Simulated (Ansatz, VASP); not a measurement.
**One calculation of HfO2, two programs**

```
CELL_PARAMETERS angstrom
0.00000 -2.54892 -2.54892
0.00000 2.54892 -2.54892
5.09784 0.00000 0.00000
ATOMIC_POSITIONS crystal
Hf 0.50514 0.49486 0.50000
Hf 0.99486 0.00514 0.00000
O 0.00004 0.50004 0.71540
O 0.49996 0.99996 0.28460
O 0.00004 0.50004 0.21540
O 0.49996 0.99996 0.78460
```

Change from the starting cell: mode 1 frozen in at -0.176 Å and mode 5 at -0.026 Å (largest displacements).

Alike in both runs: task single point; functional PBE; k mesh 6 × 6 × 6; occupations gaussian, width 0.05 eV; no spin polarisation.

|  | VASP | Ansatz |
| --- | --- | --- |
| version | VASP 6.6.1 | Ansatz 0.2.0 |
| potentials or method | VASP PAW PBE potentials, release 64 (Hf_pv, O), cutoff 520 eV | scalar-relativistic, plane waves, PAW |
| valence electrons in the cell | 44 | 76 |

Ansatz gave:

| Item | Value |
| --- | --- |
| gap on the k mesh at the Fermi level (eV) | 4.35 |
| least direct gap on the mesh (eV) | 4.46 |
| pressure (GPa) | 2.7 |
| traceless stress, the component that is largest in VASP (GPa) | 3.47 |
| rms of the force components (eV/Å) | 0.125 |

Task: Which values does VASP return?

Result: gap on the k mesh at the Fermi level (eV): 4.37; least direct gap on the mesh (eV): 4.46; pressure (GPa): -0.9; traceless stress, the component that is largest in VASP (GPa): 3.58; rms of the force components (eV/Å): 0.134.

Atom by atom the forces differ by 0.016 eV/Å (rms over components). The functional is the same, so the differences come from potentials, cutoffs and numerics. VASP's potentials hold 44 valence electrons a cell and Ansatz's 76, so a difference there can come from the potentials and not from the codes.

Neither program's run includes spin-orbit coupling.
